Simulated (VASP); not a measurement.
# Si (Fm-3m) in VASP: notebook

Si is run at these levels: PBE; tasks: single point.

All numbers are computed with VASP 6.6.1; they aren't measurements. Logs are shortened: lines on timing, memory, paths and dates and some standing lists are left out, and cuts for length are marked.

### Step 1. The cell of the first run

Symmetry: Fm-3m, No. 225, cubic system. The conventional cell has a = 3.384 Å, b = 3.384 Å, c = 3.384 Å, α = 90.00°, β = 90.00°, γ = 90.00°. Si (site symmetry m-3m) has 12 Si at 2.39 Å within 3.2 Å.

### Step 2. Single point, PBE

The input, INCAR:

```
ALGO = Normal
EDIFF = 1E-6
ENCUT = 500
GGA = PE
GGA_COMPAT = False
ISIF = 2
ISMEAR = -1
LASPH = True
LCHARG = False
LREAL = False
LWAVE = False
NBANDS = 8
NELM = 120
PREC = Accurate
SIGMA = 0.05
```

The input, KPOINTS:

```
k-points
0
Gamma
  15 15 15
```

The input, POSCAR:

```
Si
1.0
    0.0000000000      1.6919762044      1.6919762044
    1.6919762044      0.0000000000      1.6919762044
    1.6919762044      1.6919762044      0.0000000000
Si
1
Direct
    0.0000000000      0.0000000000      0.0000000000
```

Potentials or basis: VASP PAW PBE potentials, release 64 (Si).

Launch:

```
cat potpaw_PBE.64/Si/POTCAR > POTCAR
mpirun -np 1 vasp_std > vasp.out
```

OUTCAR:

```text
EDIFF = 1E-6
   ENCUT = 500
   GGA = PE
   ISIF = 2
   ISMEAR = -1
   LASPH = True
   LREAL = False
   NELM = 120
   PREC = Accurate

 ion  position               nearest neighbor table
   1  0.000  0.000  0.000-

  LATTYP: Found a face centered cubic cell.
 ALAT       =     3.3839524088

  Lattice vectors:

 A1 = (   0.0000000000,   1.6919762044,   1.6919762044)
 A2 = (   1.6919762044,   0.0000000000,   1.6919762044)
 A3 = (   1.6919762044,   1.6919762044,   0.0000000000)

Analysis of symmetry for initial positions (statically):
=====================================================================
 Subroutine PRICEL returns:
 Original cell was already a primitive cell.

 Routine SETGRP: Setting up the symmetry group for a
 face centered cubic supercell.

 Subroutine GETGRP returns: Found 48 space group operations
 (whereof 48 operations were pure point group operations)
 out of a pool of 48 trial point group operations.

The static configuration has the point symmetry O_h .

Analysis of symmetry for dynamics (positions and initial velocities):
=====================================================================
 Subroutine PRICEL returns:
 Original cell was already a primitive cell.

 Routine SETGRP: Setting up the symmetry group for a
 face centered cubic supercell.

 Subroutine GETGRP returns: Found 48 space group operations
 (whereof 48 operations were pure point group operations)
 out of a pool of 48 trial point group operations.

The dynamic configuration has the point symmetry O_h .

 Subroutine INISYM returns: Found 48 space group operations
 (whereof 48 operations are pure point group operations),
 and found     1 'primitive' translations

----------------------------------------------------------------------------------------

                                     Primitive cell

  volume of cell :       9.6875

  direct lattice vectors                    reciprocal lattice vectors
     0.000000000  1.691976204  1.691976204    -0.295512430  0.295512430  0.295512430
     1.691976204  0.000000000  1.691976204     0.295512430 -0.295512430  0.295512430
     1.691976204  1.691976204  0.000000000     0.295512430  0.295512430 -0.295512430

  length of vectors
     2.392815695  2.392815695  2.392815695     0.511842543  0.511842543  0.511842543

  position of ions in fractional coordinates (direct lattice)
     0.000000000  0.000000000  0.000000000

  ion indices of the primitive-cell ions
   primitive index   ion index
                 1           1

----------------------------------------------------------------------------------------

 KPOINTS: k-points

Automatic generation of k-mesh.
 Grid dimensions read from file:
 generate k-points for:   15   15   15

 Generating k-lattice:

  Cartesian coordinates                     Fractional coordinates (reciprocal lattice)
    -0.019700829  0.019700829  0.019700829     0.066666667  0.000000000  0.000000000
     0.019700829 -0.019700829  0.019700829     0.000000000  0.066666667  0.000000000
     0.019700829  0.019700829 -0.019700829     0.000000000  0.000000000  0.066666667

  Length of vectors
     0.034122836  0.034122836  0.034122836

  Shift w.r.t. Gamma in fractional coordinates (k-lattice)
     0.000000000  0.000000000  0.000000000

 Subroutine IBZKPT returns following result:
 ===========================================

 Found    120 irreducible k-points:

 Following reciprocal coordinates:
            Coordinates               Weight
  0.000000  0.000000  0.000000      1.000000
  0.066667  0.000000  0.000000      8.000000
  0.133333  0.000000  0.000000      8.000000
  0.200000  0.000000  0.000000      8.000000
  0.266667  0.000000  0.000000      8.000000
  0.333333  0.000000  0.000000      8.000000
[... 16 lines left out ...]
  0.133333  0.133333  0.000000      6.000000
  0.200000  0.133333  0.000000     24.000000
 [... further k-points ...]
   k-points           NKPTS =    120   k-points in BZ     NKDIM =    120   number of bands    NBANDS=      8
   number of dos      NEDOS =    301   number of ions     NIONS =      1
   total plane-waves  NPLWV =   5832
   dimension x,y,z NGX =    18 NGY =   18 NGZ =   18
   dimension x,y,z NGXF=    36 NGYF=   36 NGZF=   36
   ions per type =               1
   NGX,Y,Z   is equivalent  to a cutoff of  12.51, 12.51, 12.51 a.u.
   NGXF,Y,Z  is equivalent  to a cutoff of  25.01, 25.01, 25.01 a.u.
 SYSTEM =  unknown system
   PREC   = accura    normal or accurate (medium, high low for compatibility)
   ISTART =      0    job   : 0-new  1-cont  2-samecut
   ICHARG =      2    charge: 1-file 2-atom 10-const
   ISPIN  =      1    spin polarized calculation?
   LNONCOLLINEAR =      F non collinear calculations
   LSORBIT =      F    spin-orbit coupling
   LASPH  =      T    aspherical Exc in radial PAW
   ENCUT  =  500.0 eV  36.75 Ry    6.06 a.u.   4.36  4.36  4.36*2*pi/ulx,y,z
   NELM   =    120;   NELMIN=  2; NELMDL= -5     # of ELM steps
   EDIFF  = 0.1E-05   stopping-criterion for ELM
   LREAL  =      F    real-space projection
[... 7 lines left out ...]
   TEBEG  =    0.0;   TEEND  =   0.0 temperature during run
   PSTRESS=    0.0 pullay stress
   NELECT =       4.0000    total number of electrons
   NUPDOWN=      -1.0000    fix difference up-down
   EMIN   =  10.00;   EMAX   =-10.00  energy-range for DOS
   EFERMI =   0.00;   METHOD = LEGACY
   ISMEAR =    -1;   SIGMA  =   0.05  broadening in eV -4-tet -1-fermi 0-gaus
   EFERMI_NEDOS =   21; number of points for ismear=-14 and -15
   IALGO  =     38    algorithm
   IMIX   =      4    mixing-type and parameters
     AMIX     =   0.40;   BMIX     =  1.00
     AMIX_MAG =   1.60;   BMIX_MAG =  1.00
  volume/ion in A,a.u.               =       9.69        65.37
  Fermi-wavevector in a.u.,A,eV,Ry     =   1.219057  2.303683 20.219608  1.486099
  Thomas-Fermi vector in A             =   2.354322
   LORBIT       =      0    0 simple, 1 ext, 2 COOP (PROOUT), +10 PAW based schemes
   GGA     = PE    functional components
   LHFCALC =     F    Hartree Fock is set to
   AEXX    =    0.0000 exact exchange contribution
   IVDW    =     0    specifies the selected vdW correction
   LEPSILON=     F    determine dielectric tensor
   LRPA    =     F    only Hartree local field effects (RPA)
 non-spin polarized calculation
  energy-cutoff  :      500.00
  volume of cell :        9.69
 maximum number of plane-waves:       262
 NGX is ok and might be reduce to    18
   NGX =  9   NGY =  9   NGZ =  9

 number of electron       4.0000000 magnetization

 Free energy of the ion-electron system (eV)
  ---------------------------------------------------
  ext. energy  EPLUGINS =         0.00000000
  ---------------------------------------------------
  free energy    TOTEN  =        -4.06230924 eV

  energy without entropy =       -4.05800378  energy(sigma->0) =       -4.06015651

 E-fermi :  16.4096     XC(G=0): -12.8937

 val. band max:       16.3455708952   @ k =   0.4667   0.3333   0.1333
 cond. band min:      16.4155718244   @ k =   0.4667   0.3333   0.0000
 fundamental gap:      0.0700009292
 Fermi energy:        16.4095534923

 k-point     1 :       0.0000    0.0000    0.0000
  band No.  band energies     occupation
      1      -2.3166      2.00000
      2      30.0053      0.00000
      3      30.0053      0.00000
      4      30.0053      0.00000
      5      33.2988      0.00000
      6      33.2988      0.00000
      7      33.2988      0.00000
      8      36.3296      0.00000

 k-point     2 :       0.0667    0.0000    0.0000
  band No.  band energies     occupation
      1      -2.1478      2.00000
      2      27.6642      0.00000
      3      29.6428      0.00000
      4      29.6428      0.00000
      5      33.9232      0.00000
      6      33.9232      0.00000
      7      33.9868      0.00000
      8      37.9332      0.00000

 k-point     3 :       0.1333    0.0000    0.0000
  band No.  band energies     occupation
      1      -1.6427      2.00000
      2      24.0636      0.00000
      3      28.9916      0.00000
      4      28.9916      0.00000
      5      33.9766      0.00000
      6      35.2506      0.00000
      7      35.2506      0.00000
      8      36.9444      0.00000

 k-point     4 :       0.2000    0.0000    0.0000
  band No.  band energies     occupation
      1      -0.8045      2.00000
      2      20.4603      0.00000
      3      28.4366      0.00000
      4      28.4366      0.00000
      5      33.7283      0.00000
      6      34.7122      0.00000
      7      34.7122      0.00000
      8      37.5493      0.00000

 k-point     5 :       0.2667    0.0000    0.0000
  band No.  band energies     occupation
      1       0.3612      2.00000
      2      17.0281      0.00001
      3      28.0884      0.00000
      4      28.0884      0.00000
      5      33.0594      0.00000
      6      33.0594      0.00000
      7      33.5527      0.00000
      8      39.4010      0.00000
[... 177 lines left out ...]
 k-point    22 :      -0.0667    0.0667    0.0000
  band No.  band energies     occupation
      1      -1.8670      2.00000
      2      26.0782      0.00000
      3      27.3906      0.00000
      4      30.4478      0.00000
      5      33.5810      0.00000
      6      34.6085      0.00000
      7      35.3681      0.00000
      8      36.6090      0.00000

 k-point    23 :       0.1333    0.1333    0.0000
  band No.  band energies     occupation
      1      -1.4187      2.00000
      2      26.4580      0.00000
      3      26.5391      0.00000
      4      26.5391      0.00000
      5      31.6941      0.00000
      6      32.6880      0.00000
      7      38.0057      0.00000
      8      38.0057      0.00000

 k-point    24 :       0.2000    0.1333    0.0000
  band No.  band energies     occupation
      1      -0.8045      2.00000
      2      23.1591      0.00000
      3      25.6935      0.00000
      4      27.1714      0.00000
      5      30.4054      0.00000
      6      31.8567      0.00000
      7      38.6990      0.00000
      8      39.1156      0.00000

 [... further k-points ...]

------------------------ aborting loop because EDIFF is reached ----------------------------------------

  FORCE on cell =-STRESS in cart. coord.  units (eV):
  Direction    XX          YY          ZZ          XY          YZ          ZX
  --------------------------------------------------------------------------------------
  -------------------------------------------------------------------------------------
  Total        4.7958050      4.7958050      4.7958050     -0.0000000      0.0000000      0.0000000
  in kB      793.1573524    793.1573524    793.1573524     -0.0000000      0.0000000      0.0000000
  external PRESSURE =     793.1573524 kB  Pullay stress =       0.0000000 kB

 VOLUME and BASIS-vectors are now :
 -----------------------------------------------------------------------------
  energy-cutoff  :      500.00
  volume of cell :        9.69
      direct lattice vectors                 reciprocal lattice vectors
     0.000000000  1.691976204  1.691976204    -0.295512430  0.295512430  0.295512430
     1.691976204  0.000000000  1.691976204     0.295512430 -0.295512430  0.295512430
     1.691976204  1.691976204  0.000000000     0.295512430  0.295512430 -0.295512430

 POSITION                                       TOTAL-FORCE (eV/Angst)
 -----------------------------------------------------------------------------------
      0.00000      0.00000      0.00000         0.000000      0.000000      0.000000
 -----------------------------------------------------------------------------------
    total drift:                               -0.000000     -0.000000     -0.000000

  FREE ENERGIE OF THE ION-ELECTRON SYSTEM (eV)
  ---------------------------------------------------
  free  energy   TOTEN  =        -4.0623092389 eV

  energy  without entropy=       -4.0580037755  energy(sigma->0) =       -4.06015651
```

Wall time 8.3 s (1 thread of AMD EPYC 7R43 (Zen 3), shared host); peak memory 0.08 GiB.

What came out:

```
Free energy            : -4.0623 eV
Pressure               : 79.3 GPa
Band gap on the k mesh : zero (band 2 reaches 30.01 eV, above the bottom of band 3 at 13.29 eV)
```

### Step 3. Single point, PBE

This run uses another cell than the first one, of 9.87 Å³/atom, 1.019 times its volume.

The input, INCAR:

```
PREC     = Accurate       # precision mode
ENCUT    = 500            # plane-wave cutoff, eV
EDIFF    = 1E-6           # SCF threshold, eV
ISMEAR   = -1             # smearing method
SIGMA    = 0.05           # smearing width, eV
LREAL    = False          # projectors in reciprocal space
LASPH    = True           # aspherical terms in the spheres
NELM     = 120            # most SCF steps
ALGO     = Normal         # electronic algorithm
ISIF     = 2              # what is computed and relaxed
LWAVE    = False          # write WAVECAR
LCHARG   = True           # write CHGCAR
GGA      = PE             # functional
LELF     = True           # ELF
LVHAR    = True         
NBANDS   = 8              # bands
GGA_COMPAT= False
```

The input, KPOINTS:

```
regular mesh
0
Gamma
  15 15 15
```

The input, POSCAR:

```
Si
1.0
    0.0000000000      1.7027534134      1.7027534134
    1.7027534134      0.0000000000      1.7027534134
    1.7027534134      1.7027534134      0.0000000000
Si
1
Direct
    0.0000000000      0.0000000000      0.0000000000
```

Potentials or basis: VASP PAW PBE potentials, release 64 (Si).

Launch:

```
cat potpaw_PBE.64/Si/POTCAR > POTCAR
mpirun -np 1 vasp_std > vasp.out
```

OUTCAR:

```text
PREC = Accurate
   ENCUT = 500
   EDIFF = 1E-6
   ISMEAR = -1
   LREAL = False
   LASPH = True
   NELM = 120
   ISIF = 2
   GGA = PE

 ion  position               nearest neighbor table
   1  0.000  0.000  0.000-

  LATTYP: Found a face centered cubic cell.
 ALAT       =     3.4055068268

  Lattice vectors:

 A1 = (   0.0000000000,   1.7027534134,   1.7027534134)
 A2 = (   1.7027534134,   0.0000000000,   1.7027534134)
 A3 = (   1.7027534134,   1.7027534134,   0.0000000000)

Analysis of symmetry for initial positions (statically):
=====================================================================
 Subroutine PRICEL returns:
 Original cell was already a primitive cell.

 Routine SETGRP: Setting up the symmetry group for a
 face centered cubic supercell.

 Subroutine GETGRP returns: Found 48 space group operations
 (whereof 48 operations were pure point group operations)
 out of a pool of 48 trial point group operations.

The static configuration has the point symmetry O_h .

Analysis of symmetry for dynamics (positions and initial velocities):
[... 156 lines left out ...]

 E-fermi :  16.0679     XC(G=0): -12.8092

 val. band max:       16.0662957806   @ k =   0.4667   0.3333   0.0000
 cond. band min:      16.1005343251   @ k =   0.3333   0.1333   0.0000
 fundamental gap:      0.0342385445
 Fermi energy:        16.0678973143

 k-point     1 :       0.0000    0.0000    0.0000
  band No.  band energies     occupation
      1      -2.4306      2.00000
      2      29.5792      0.00000
      3      29.5792      0.00000
      4      29.5792      0.00000
      5      32.6435      0.00000
      6      32.6435      0.00000
      7      32.6435      0.00000
      8      35.8525      0.00000
[... 243 lines left out ...]
 k-point    24 :       0.2000    0.1333    0.0000
  band No.  band energies     occupation
      1      -0.9368      2.00000
      2      22.7725      0.00000
      3      25.2401      0.00000
      4      26.7495      0.00000
      5      29.9344      0.00000
      6      31.2251      0.00000
      7      38.0616      0.00000
      8      38.4701      0.00000

 [... further k-points ...]

------------------------ aborting loop because EDIFF is reached ----------------------------------------

  FORCE on cell =-STRESS in cart. coord.  units (eV):
  Direction    XX          YY          ZZ          XY          YZ          ZX
  --------------------------------------------------------------------------------------
  -------------------------------------------------------------------------------------
  Total        4.4849184      4.4849184      4.4849184      0.0000000      0.0000000      0.0000000
  in kB      727.7460447    727.7460447    727.7460447      0.0000000      0.0000000      0.0000000
  external PRESSURE =     727.7460447 kB  Pullay stress =       0.0000000 kB

 VOLUME and BASIS-vectors are now :
 -----------------------------------------------------------------------------
  energy-cutoff  :      500.00
  volume of cell :        9.87
      direct lattice vectors                 reciprocal lattice vectors
     0.000000000  1.702753413  1.702753413    -0.293642048  0.293642048  0.293642048
     1.702753413  0.000000000  1.702753413     0.293642048 -0.293642048  0.293642048
     1.702753413  1.702753413  0.000000000     0.293642048  0.293642048 -0.293642048

 POSITION                                       TOTAL-FORCE (eV/Angst)
 -----------------------------------------------------------------------------------
      0.00000      0.00000      0.00000         0.000000      0.000000      0.000000
 -----------------------------------------------------------------------------------
    total drift:                               -0.000000     -0.000000     -0.000000

  FREE ENERGIE OF THE ION-ELECTRON SYSTEM (eV)
  ---------------------------------------------------
  free  energy   TOTEN  =        -4.1507397798 eV

  energy  without entropy=       -4.1465572568  energy(sigma->0) =       -4.14864852
```

OSZICAR:

```text
N       E                     dE             d eps       ncg     rms          rms(c)
DAV:   1    -0.228717763086E+01   -0.22872E+01   -0.19941E+03  2304   0.380E+02
DAV:   2    -0.419180912905E+01   -0.19046E+01   -0.18805E+01  2888   0.297E+01
DAV:   3    -0.419830919107E+01   -0.65001E-02   -0.64980E-02  2216   0.178E+00
DAV:   4    -0.419831235822E+01   -0.31672E-05   -0.31677E-05  3200   0.398E-02
DAV:   5    -0.419831235828E+01   -0.65228E-10   -0.22110E-09  2224   0.185E-04    0.561E+00
DAV:   6    -0.416890536934E+01    0.29407E-01   -0.30262E-03  2304   0.289E-01    0.314E+00
DAV:   7    -0.415085586181E+01    0.18050E-01   -0.70751E-03  2408   0.446E-01    0.228E-01
DAV:   8    -0.415074127506E+01    0.11459E-03   -0.32565E-05  2960   0.411E-02    0.210E-02
DAV:   9    -0.415073999015E+01    0.12849E-05   -0.10644E-06  2344   0.590E-03    0.124E-03
DAV:  10    -0.415073977982E+01    0.21033E-06   -0.67761E-09  1664   0.621E-04
   1 F= -.41507398E+01 E0= -.41486485E+01  d E =-.418252E-02
```

It took 8.7 s on 1 thread of AMD EPYC 7R43 (Zen 3), shared host; peak memory 0.08 GiB.

Results:

```yaml
Free_energy: -4.1507 eV
Pressure: 72.8 GPa
Band_gap_on_the_k_mesh: zero (band 2 reaches 29.58 eV, above the bottom of band 3 at 12.96 eV)
```
